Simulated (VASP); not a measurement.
# Mg: single point with PBE+D3(BJ)

Mg:

```
CELL_PARAMETERS angstrom
3.25153 0.00000 0.00000
-1.62577 2.81591 0.00000
0.00000 0.00000 5.27886
ATOMIC_POSITIONS crystal
Mg 0.66667 0.33333 0.75000
Mg 0.33333 0.66667 0.25000
```

```
Program                : VASP 6.6.1
Task                   : single point
Functional             : PBE
Dispersion             : D3(BJ)
Potentials or basis    : VASP PAW PBE potentials, release 64 (Mg)
Cutoff                 : 520 eV
k mesh                 : 10 × 10 × 5
Occupations            : fermi-dirac, width 0.05 eV
Spin                   : no spin polarisation
Dipole correction      : no
Further INCAR settings : ALGO = Fast; EDIFF = 1e-07; NBANDS = 9
```

```
Pressure                   : -3.5 GPa
Band gap on the k mesh     : zero (band 2 reaches 3.05 eV, above the bottom of band 3 at 1.13 eV)
Dispersion energy per atom : -0.269 eV
```

Stress tensor (GPa, compression positive):
```
-3.90  0.00  0.00
 0.00 -3.90  0.00
 0.00  0.00 -2.67
```

Levels at points of the mesh, in eV from the Fermi level:
| k point | band 1 | band 2 | band 3 | band 4 | band 5 |
| --- | --- | --- | --- | --- | --- |
| (0.00, 0.00, 0.00) | -6.74 | -1.62 | -1.27 | 10.62 | 10.62 |
| (0.50, 0.00, 0.00) | -2.12 | -2.08 | 2.56 | 2.98 | 3.11 |

Run time: 17 s on 1 thread of Intel(R) Xeon(R) Platinum 8375C CPU @ 2.90GHz (Ice Lake) (shared host), peak memory 0.16 GiB.

Caveat: pairwise dispersion overbinds metals, which lowers pressure and volume.
